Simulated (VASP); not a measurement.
A run of VASP 6.6.1:

File INCAR:

```
SYSTEM = Hf
PREC = Accurate
ENCUT = 520
EDIFF = 1E-6
ISMEAR = 0
SIGMA = 0.15
LREAL = .False.
LASPH = .True.
NELM = 80
ALGO = Normal
ISIF = 2
LWAVE = .False.
LCHARG = .True.
GGA = PS
LELF = .True.
LVHAR = .True.
NBANDS = 11
```

Contents of KPOINTS:

```
regular mesh
0
Gamma
  18 18 18
  0 0 0
```

The input POSCAR:

```
Hf
1.0
   -1.8591500000      1.8591500000      1.8320750000
    1.8591500000     -1.8591500000      1.8320750000
    1.8591500000      1.8591500000     -1.8320750000
Hf
1
Direct
    0.0000000000      0.0000000000      0.0000000000
```

Potentials or basis: VASP PAW PBE potentials, release 64 (Hf_pv).

Run with:

```sh
$ cat potpaw_PBE.64/Hf_pv/POTCAR > POTCAR
$ mpirun -np 1 vasp_std > vasp.out
```

Hardware: 1 thread of Intel(R) Xeon(R) Platinum 8488C (Sapphire Rapids) (shared host).

Q: Estimate the wall time of this run.

A: Run time: 46 s on 1 thread of Intel(R) Xeon(R) Platinum 8488C (Sapphire Rapids), with other jobs on the host, peak memory 0.24 GiB. Counts: scf iterations 11, k points 480.
